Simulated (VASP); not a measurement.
## Al: single point with PBE

Crystal: Al.

```
CELL_PARAMETERS angstrom
-1.61751 1.61751 1.61751
1.61751 -1.61751 1.61751
3.23502 3.23502 0.00000
ATOMIC_POSITIONS crystal
Al 0.06375 0.91721 0.00000
Al 0.43625 0.58279 0.50000
```

This cell differs from its parent crystal: mode 1 frozen in at -0.335 Å and mode 5 at -0.031 Å (largest displacements).

```
Program             : VASP 6.6.1
Task                : single point
Functional          : PBE
Potentials or basis : VASP PAW PBE potentials, release 64 (Al)
Cutoff              : 520 eV
k mesh              : 20 × 20 × 12
Occupations         : gaussian, width 0.15 eV
Spin                : no spin polarisation
```

| Item | Value |
| --- | --- |
| Pressure | 0.3 GPa |
| Largest force | 0.077 eV/Å |
| Band gap on the k mesh | zero (band 3 reaches 12.71 eV, above the bottom of band 4 at 3.96 eV) |

Forces on the atoms (eV/Å):
```
Al   0.022 -0.022  0.070
Al  -0.022  0.022 -0.070
```

Stress tensor (GPa, compression positive):
```
 1.52 -1.06 -0.03
-1.06  1.52  0.03
-0.03  0.03 -2.04
```

Levels at points of the mesh, in eV from the Fermi level:
```tsv
k point	band 1	band 2	band 3	band 4	band 5	band 6	band 7	band 8
(0.00, 0.00, 0.00)	-10.93	-4.22	-3.79	8.07	8.22	9.52	10.76	13.43
(0.50, 0.00, 0.00)	-5.93	-5.50	0.26	1.17	1.22	1.41	7.20	8.42
(0.00, 0.50, 0.00)	-5.99	-5.44	0.12	1.12	1.41	1.44	7.18	8.46
(0.50, 0.50, 0.00)	-4.20	-3.91	1.90	2.11	2.45	2.53	3.06	4.74
(0.00, 0.00, 0.50)	-9.17	-9.17	4.23	4.23	9.31	9.31	10.13	10.13
(0.50, 0.00, 0.50)	-4.29	-4.29	-3.73	-3.73	8.19	8.19	8.52	8.52
(0.00, 0.50, 0.50)	-4.33	-4.33	-3.69	-3.69	8.30	8.30	8.38	8.38
(0.50, 0.50, 0.50)	-2.85	-2.85	-1.76	-1.76	3.46	3.46	5.31	5.31
```

Run time: 94 s on 1 thread of Intel(R) Xeon(R) 6975P-C (Granite Rapids) (shared host), peak memory 0.47 GiB.

Caveat: the cell differs from its parent crystal (mode 1 frozen in at -0.335 Å and mode 5 at -0.031 Å (largest displacements)).
